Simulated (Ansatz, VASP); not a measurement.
**Sn2PbS3 in VASP and in Ansatz**

The input INCAR:

```
SYSTEM = Sn2PbS3
PREC = Accurate
ENCUT = 520
EDIFF = 1E-7
ISMEAR = 0
SIGMA = 0.1
LREAL = .FALSE.
LASPH = .TRUE.
NELM = 100
ALGO = Normal
ISIF = 2
LWAVE = .FALSE.
LCHARG = .FALSE.
GGA = PE
NBANDS = 72
```

Contents of KPOINTS:

```
regular mesh
0
G
  4 4 2
  0 0 0
```

POSCAR

```
Sn2PbS3
1.0
    5.9706335000      0.0000000000      0.0000000000
    0.0099851000      6.0974755000      0.0000000000
    2.7514282000      0.0702676000      8.9364462000
Sn Pb S
4 2 6
Direct
    0.6389650000      0.0170680000      0.6778550000
    0.1394510000      0.4841990000      0.6759690000
    0.3122300000      0.0222270000      0.3467040000
    0.8126660000      0.4769270000      0.3450320000
    0.9899400000      0.0104580000      0.0071450000
    0.4905660000      0.4896050000      0.0056380000
    0.8672560000      0.0472990000      0.3285220000
    0.3676820000      0.4517180000      0.3261330000
    0.5041880000      0.0150500000      0.9862790000
    0.0046990000      0.4842560000      0.9834800000
    0.1861150000      0.0495570000      0.6598200000
    0.6862430000      0.4516370000      0.6574220000
```

Input for Ansatz:

```yaml
crystal:
  lattice:
    - [5.9706335, 0.0, 0.0]
    - [0.0099851, 6.0974755, 0.0]
    - [2.7514282, 0.0702676, 8.9364462]
  atoms:
    - { symbol: Sn, position: [0.638965, 0.017068, 0.677855] }
    - { symbol: Sn, position: [0.139451, 0.484199, 0.675969] }
    - { symbol: Sn, position: [0.31223, 0.022227, 0.346704] }
    - { symbol: Sn, position: [0.812666, 0.476927, 0.345032] }
    - { symbol: Pb, position: [0.98994, 0.010458, 0.007145] }
    - { symbol: Pb, position: [0.490566, 0.489605, 0.005638] }
    - { symbol: S, position: [0.867256, 0.047299, 0.328522] }
    - { symbol: S, position: [0.367682, 0.451718, 0.326133] }
    - { symbol: S, position: [0.504188, 0.01505, 0.986279] }
    - { symbol: S, position: [0.004699, 0.484256, 0.98348] }
    - { symbol: S, position: [0.186115, 0.049557, 0.65982] }
    - { symbol: S, position: [0.686243, 0.451637, 0.657422] }
basis:
  ecutwfc: 420
kpoints:
  mp_grid: { grid: [4, 4, 2] }
hamiltonian:
  xc: pbe
scf:
  occupations: { method: gaussian, width: 0.1 }
  lower_state_search: "off"
output:
  forces: true
  stress: true
  eigenvalues: true
```

Alike in both runs: task single point; functional PBE; k mesh 4 × 4 × 2; occupations gaussian, width 0.1 eV; no spin polarisation.

```csv
,VASP,Ansatz
version,VASP 6.6.1,Ansatz 0.2.0
potentials or method,"VASP PAW PBE potentials, release 64 (Sn_d, Pb_d, S), cutoff 520 eV","scalar-relativistic, plane waves, PAW"
valence electrons in the cell,120,120
```

|  | VASP | Ansatz | Ansatz less VASP |
| --- | --- | --- | --- |
| gap on the k mesh at the Fermi level (eV) | 0.85 | 0.84 | 0.000 |
| least direct gap on the mesh (eV) | 0.96 | 0.96 | +0.003 |
| pressure (GPa) | -0.1 | 0.0 | +0.05 |
| traceless stress, the component that is largest in VASP (GPa) | 0.10 | 0.09 | -0.006 |
| rms of the force components (eV/Å) | 0.023 | 0.024 | +0.0009 |

Atom by atom the forces differ by 0.003 eV/Å (rms over components).

Neither program's run includes spin-orbit coupling.
